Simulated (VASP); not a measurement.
Set up this calculation in VASP 6.6.1, as the native input.

- Task: relaxation of cell and atoms
- Functional: PBEsol
- Potentials or basis: VASP PAW PBE potentials, release 64 (Zn, Se)
- Cutoff: 500 eV
- k mesh: 8 × 8 × 8
- Occupations: gaussian, width 0.01 eV
- Spin: no spin polarisation
- Target pressure: 30 GPa
- Dipole correction: no
- Further INCAR settings: ALGO = Normal; EDIFF = 1e-07; IBRION = 2; EDIFFG = -0.002; NSW = 100; ISIF = 3

The structure of ZnSe lies in POSCAR:

```
ZnSe
1.0
    0.0000000000      2.8165937352      2.8165937352
    2.8165937352      0.0000000000      2.8165937352
    2.8165937352      2.8165937352      0.0000000000
Zn Se
1 1
Direct
    0.0000000000      0.0000000000      0.0000000000
    0.7500000000      0.7500000000      0.7500000000
```

These files were run (other wordings do the same):

INCAR

```
SYSTEM = ZnSe
ALGO = Normal
EDIFF = 1E-7
EDIFFG = -0.002
ENCUT = 500
GGA = PS
GGA_COMPAT = .False.
IBRION = 2
ISIF = 3
ISMEAR = 0
LASPH = .True.
LCHARG = .False.
LREAL = .False.
LWAVE = .False.
NELM = 120
NELMIN = 4
NSW = 100
PREC = Accurate
PSTRESS = 300.0
SIGMA = 0.01
```

KPOINTS

```
k-points
0
Gamma
  8 8 8
  0 0 0
```

Potentials or basis: VASP PAW PBE potentials, release 64 (Zn, Se).

Run with:

```bash
$ cat potpaw_PBE.64/Zn/POTCAR potpaw_PBE.64/Se/POTCAR > POTCAR
$ mpirun -np 1 vasp_std > vasp.out
```

Results of the run:

```json
{
  "Relaxed volume": "17.35 Å³/atom",
  "Relaxed cell": "a = 3.661 Å, b = 3.661 Å, c = 3.661 Å, α = 60.00°, β = 60.00°, γ = 60.00°",
  "Space group after relaxing (to 0.1 Å)": "F-43m (No. 216)",
  "Energy change on relaxing (the run minimises the enthalpy)": "+375.7 meV/atom",
  "Ionic steps": "5",
  "Pressure after relaxing": "30.0 GPa",
  "Band gap on the k mesh": "2.08 eV (least direct gap 2.36 eV)"
}
```

Caveat: the cell is relaxed towards a set pressure, so the run minimises the enthalpy, not the energy; the volume moved by over 15 % at a fixed basis, so the end points are rough; the PAW data sets were made with another functional, which shifts forces and pressure a little.

Wall time 64 s on 1 thread of Intel(R) Xeon(R) Platinum 8488C (Sapphire Rapids), with other jobs on the host, peak memory 0.18 GiB.
